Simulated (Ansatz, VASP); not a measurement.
# MgI2: VASP beside Ansatz

```
CELL_PARAMETERS angstrom
3.98801 0.00000 0.00000
-1.99401 3.60025 0.00000
0.00000 0.00000 6.87333
ATOMIC_POSITIONS crystal
Mg 0.00000 0.00000 0.00000
I 0.33243 0.66485 0.24621
I 0.66757 0.33515 0.75379
```

Change from the starting cell: uniaxial_x strain -4.1%.

Alike in both runs: task single point; functional r2SCAN; k mesh 12 × 12 × 4; no spin polarisation.

|  | VASP | Ansatz |
| --- | --- | --- |
| version | VASP 6.6.1 | Ansatz 0.2.0 |
| potentials or method | VASP PAW PBE potentials, release 64 (Mg, I) | plane waves, PAW |
| plane-wave cutoff (eV) | 520 | 500 |
| occupations | gaussian, width 0.01 eV | fixed |
| valence electrons in the cell | 16 | 44 |

```tsv
	VASP	Ansatz	Ansatz less VASP
gap on the k mesh at the Fermi level (eV)	3.95	3.98	+0.029
pressure (GPa)	1.7	1.8	+0.12
traceless stress, the component that is largest in VASP (GPa)	1.29	1.30	+0.003
rms of the force components (eV/Å)	0.021	0.013	-0.0084
```

VASP's potentials were made for PBE, not for r2SCAN. Atom by atom the forces differ by 0.008 eV/Å (rms over components). VASP's potentials hold 16 valence electrons a cell and Ansatz's 44, so a difference there can come from the potentials and not from the codes.

Spin-orbit coupling is off throughout.
